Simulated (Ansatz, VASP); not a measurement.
## Mg in VASP and in Ansatz

File INCAR:

```
SYSTEM = Mg
PREC = Accurate
ENCUT = 600
EDIFF = 1E-6
ISMEAR = -1
SIGMA = 0.05
LREAL = .FALSE.
LASPH = .TRUE.
NELM = 120
ALGO = Normal
ISIF = 2
LWAVE = .FALSE.
LCHARG = .FALSE.
GGA = PE
NBANDS = 7
GGA_COMPAT = .FALSE.
```

File KPOINTS:

```
regular mesh
0
G
  17 17 17
  0 0 0
```

File POSCAR:

```
Mg
1.0
   -1.3187806309      1.3187806309      1.3187806309
    1.3187806309     -1.3187806309      1.3187806309
    1.3187806309      1.3187806309     -1.3187806309
Mg
1
Direct
    0.0000000000      0.0000000000      0.0000000000
```

Input for Ansatz:

```yaml
crystal:
  lattice:
    - [-1.3187806309, 1.3187806309, 1.3187806309]
    - [1.3187806309, -1.3187806309, 1.3187806309]
    - [1.3187806309, 1.3187806309, -1.3187806309]
  atoms:
    - { symbol: Mg, position: [0.0, 0.0, 0.0] }
kpoints:
  mp_grid: { grid: [17, 17, 17] }
  band_path:
    path:
      - [0.0, 0.0, 0.0]
      - [0.5, -0.5, 0.5]
      - [0.0, 0.0, 0.5]
      - [0.0, 0.0, 0.0]
      - [0.25, 0.25, 0.25]
      - [0.5, -0.5, 0.5]
      - [0.25, 0.25, 0.25]
      - [0.0, 0.0, 0.5]
    npoints: 8
scf:
  occupations: { method: fermi_dirac, width: 0.05 }
hamiltonian:
  xc: pbe
  pseudopotentials: { kind: paw }
output:
  forces: true
  stress: true
  eigenvalues: true
  populations: true
  dos: { projected: true, de: 0.2, e_range: [-14, 8] }
  write_density: true
  write_potential: true
  elf: true
  volumetric_format: npy
```

Change from the starting cell: volume scaled by 0.4, PAW files.

Alike in both runs: task single point; functional PBE; k mesh 17 × 17 × 17; occupations fermi-dirac, width 0.05 eV; no spin polarisation.

|  | VASP | Ansatz |
| --- | --- | --- |
| version | VASP 6.6.1 | Ansatz 0.2.0 |
| potentials or method | VASP PAW PBE potentials, release 64 (Mg) | PAW with Ansatz's default frozen-core files, scalar-relativistic |
| plane-wave cutoff (eV) | 600 | 420 |
| valence electrons in the cell | 2 | 10 |

VASP gave:

| Quantity | Value |
| --- | --- |
| pressure (GPa) | 194.6 |

Question: Estimate Ansatz's values.

Answer: Pressure (GPa): 189.7.

Both programs put the cell under a high pressure, so it lies far from rest at this level. The functional is the same, so the differences come from potentials, cutoffs and numerics. VASP's potentials hold 2 valence electrons a cell and Ansatz's 10, so a difference there can come from the potentials and not from the codes.

Noted on VASP's run: the cell as given lies far from equilibrium.
